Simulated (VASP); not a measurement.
# Pb (Fm-3m) in VASP: notebook, part 2 of 2

VASP 6.6.1. Earlier steps stand in the parts before.

## 3. Single point, PBEsol

This run uses another cell than the first one, of 29.97 Å³/atom, 1.055 times its volume.

INCAR

```
PREC = Accurate
ENCUT = 500
EDIFF = 1E-6
ISMEAR = 0
SIGMA = 0.1
LREAL = F
LASPH = T
NELM = 120
ALGO = Normal
ISIF = 2
LWAVE = F
LCHARG = F
GGA = PS
NBANDS = 13
GGA_COMPAT = F
```

KPOINTS

```
regular mesh
0
Gamma
  16 16 16
```

POSCAR

```
Pb
1.0
    0.0000000000      2.4654364321      2.4654364321
    2.4654364321      0.0000000000      2.4654364321
    2.4654364321      2.4654364321      0.0000000000
Pb
1
Direct
    0.0000000000      0.0000000000      0.0000000000
```

Potentials or basis: VASP PAW PBE potentials, release 64 (Pb_d).

Command:

```bash
$ cat potpaw_PBE.64/Pb_d/POTCAR > POTCAR
$ mpirun -np 1 vasp_std > vasp.out
```

OUTCAR:

```text
PREC = Accurate
   ENCUT = 500
   EDIFF = 1E-6
   ISMEAR = 0
   LREAL = F
   LASPH = T
   NELM = 120
   ISIF = 2
   GGA = PS

 ion  position               nearest neighbor table
   1  0.000  0.000  0.000-

  LATTYP: Found a face centered cubic cell.
 ALAT       =     4.9308728642

  Lattice vectors:

 A1 = (   0.0000000000,   2.4654364321,   2.4654364321)
 A2 = (   2.4654364321,   0.0000000000,   2.4654364321)
 A3 = (   2.4654364321,   2.4654364321,   0.0000000000)

Analysis of symmetry for initial positions (statically):
=====================================================================
 Subroutine PRICEL returns:
 Original cell was already a primitive cell.

 Routine SETGRP: Setting up the symmetry group for a
 face centered cubic supercell.

 Subroutine GETGRP returns: Found 48 space group operations
 (whereof 48 operations were pure point group operations)
 out of a pool of 48 trial point group operations.

The static configuration has the point symmetry O_h .

Analysis of symmetry for dynamics (positions and initial velocities):
=====================================================================
 Subroutine PRICEL returns:
 Original cell was already a primitive cell.

 Routine SETGRP: Setting up the symmetry group for a
 face centered cubic supercell.

 Subroutine GETGRP returns: Found 48 space group operations
 (whereof 48 operations were pure point group operations)
 out of a pool of 48 trial point group operations.

The dynamic configuration has the point symmetry O_h .

 Subroutine INISYM returns: Found 48 space group operations
 (whereof 48 operations are pure point group operations),
 and found     1 'primitive' translations

----------------------------------------------------------------------------------------

                                     Primitive cell

  volume of cell :      29.9717

  direct lattice vectors                    reciprocal lattice vectors
[... 107 lines left out ...]
  Fermi-wavevector in a.u.,A,eV,Ry     =   1.270224  2.400376 21.952584  1.613469
  Thomas-Fermi vector in A             =   2.403223
   LORBIT       =      0    0 simple, 1 ext, 2 COOP (PROOUT), +10 PAW based schemes
   GGA     = PS    functional components
   LHFCALC =     F    Hartree Fock is set to
   AEXX    =    0.0000 exact exchange contribution
   IVDW    =     0    specifies the selected vdW correction
   LEPSILON=     F    determine dielectric tensor
   LRPA    =     F    only Hartree local field effects (RPA)
 non-spin polarized calculation
 Gauss-broadening in eV      SIGMA  =   0.10
  energy-cutoff  :      500.00
  volume of cell :       29.97
 maximum number of plane-waves:       778
 NGX is ok and might be reduce to    28
   NGX = 13   NGY = 13   NGZ = 13

 number of electron      13.9999999 magnetization

 Free energy of the ion-electron system (eV)
  ---------------------------------------------------
  ext. energy  EPLUGINS =         0.00000000
  ---------------------------------------------------
  free energy    TOTEN  =        -4.00257310 eV

  energy without entropy =       -4.00037577  energy(sigma->0) =       -4.00147444

 E-fermi :   7.2866     XC(G=0): -10.3976

 val. band max:        7.2682833186   @ k =  -0.4375   0.3750   0.1875
 cond. band min:       7.3324377028   @ k =  -0.3125   0.3125   0.1250
 fundamental gap:      0.0641543842
 Fermi energy:         7.2866173471

 k-point     1 :       0.0000    0.0000    0.0000
  band No.  band energies     occupation
      1      -9.7664      2.00000
      2      -9.7664      2.00000
      3      -9.7664      2.00000
      4      -9.6193      2.00000
      5      -9.6193      2.00000
      6      -4.6172      2.00000
      7      14.7344      0.00000
      8      14.7344      0.00000
      9      14.7344      0.00000
     10      17.0022      0.00000
     11      18.6958      0.00000
     12      19.7961      0.00000
     13      19.7961      0.00000
[... 354 lines left out ...]
  band No.  band energies     occupation
      1      -9.7694      2.00000
      2      -9.7531      2.00000
      3      -9.7466      2.00000
      4      -9.6265      2.00000
      5      -9.6139      2.00000
      6      -4.4140      2.00000
      7      12.9124      0.00000
      8      13.7512      0.00000
      9      14.8195      0.00000
     10      16.8082      0.00000
     11      19.2731      0.00000
     12      19.8801      0.00000
     13      20.6153      0.00000

 [... further k-points ...]
[... 5 lines left out ...]
  --------------------------------------------------------------------------------------
  -------------------------------------------------------------------------------------
  Total       -0.0157519     -0.0157519     -0.0157519     -0.0000000      0.0000000     -0.0000000
  in kB       -0.8420393     -0.8420393     -0.8420393     -0.0000000      0.0000000     -0.0000000
  external PRESSURE =      -0.8420393 kB  Pullay stress =       0.0000000 kB

 VOLUME and BASIS-vectors are now :
 -----------------------------------------------------------------------------
  energy-cutoff  :      500.00
  volume of cell :       29.97
      direct lattice vectors                 reciprocal lattice vectors
     0.000000000  2.465436432  2.465436432    -0.202803850  0.202803850  0.202803850
     2.465436432  0.000000000  2.465436432     0.202803850 -0.202803850  0.202803850
     2.465436432  2.465436432  0.000000000     0.202803850  0.202803850 -0.202803850

 POSITION                                       TOTAL-FORCE (eV/Angst)
 -----------------------------------------------------------------------------------
      0.00000      0.00000      0.00000         0.000000      0.000000      0.000000
 -----------------------------------------------------------------------------------
    total drift:                               -0.000000     -0.000000     -0.000000

  FREE ENERGIE OF THE ION-ELECTRON SYSTEM (eV)
  ---------------------------------------------------
  free  energy   TOTEN  =        -4.0025731026 eV

  energy  without entropy=       -4.0003757676  energy(sigma->0) =       -4.00147444
```

OSZICAR:

```text
N       E                     dE             d eps       ncg     rms          rms(c)
DAV:   1     0.106631475249E+03    0.10663E+03   -0.70185E+03  3836   0.123E+03
DAV:   2     0.104026719057E+01   -0.10559E+03   -0.10200E+03  3945   0.308E+02
DAV:   3    -0.390348232114E+01   -0.49437E+01   -0.49215E+01  4729   0.724E+01
DAV:   4    -0.401513870562E+01   -0.11166E+00   -0.11163E+00  4621   0.116E+01
DAV:   5    -0.402022126512E+01   -0.50826E-02   -0.50824E-02  5322   0.230E+00    0.591E-01
DAV:   6    -0.400623112838E+01    0.13990E-01   -0.18029E-02  4814   0.242E+00    0.278E-01
DAV:   7    -0.400279395411E+01    0.34372E-02   -0.72895E-03  4925   0.141E+00    0.921E-02
DAV:   8    -0.400257493578E+01    0.21902E-03   -0.41573E-04  5839   0.341E-01    0.955E-03
DAV:   9    -0.400257327023E+01    0.16655E-05   -0.70999E-06  4944   0.494E-02    0.441E-03
DAV:  10    -0.400257310257E+01    0.16766E-06   -0.52526E-07  3155   0.101E-02
   1 F= -.40025731E+01 E0= -.40014744E+01  d E =-.219734E-02
```

stdout:

```text
POSCAR found type information on POSCAR Pb
 POSCAR found :  1 types and       1 ions
 scaLAPACK will be used
 -----------------------------------------------------------------------------
|                                                                             |
|                                                                             |
|     You enforced a specific xc type in the INCAR file but a different       |
|     I HOPE YOU KNOW WHAT YOU ARE DOING!                                     |
|                                                                             |
 -----------------------------------------------------------------------------

 LDA part: xc-table for (Slater+PW92), standard interpolation
 POSCAR, INCAR and KPOINTS ok, starting setup
 FFT: planning ... GRIDC
 FFT: planning ... GRID_SOFT
 FFT: planning ... GRID
 WAVECAR not read
 entering main loop
```

Run time: 28 s. Hardware: 1 thread of Intel Xeon Platinum 8488C (Sapphire Rapids), shared host; peak memory 0.19 GiB.

What came out:

| Property | Result |
| --- | --- |
| Free energy | -4.0026 eV |
| Pressure | -0.1 GPa |
| Band gap on the k mesh | zero (band 7 reaches 14.73 eV, above the bottom of band 8 at 5.50 eV) |

Caveat: the PAW data sets were made with another functional, which shifts forces and pressure a little; spin-orbit coupling is left out, which moves the levels of the heavy elements.
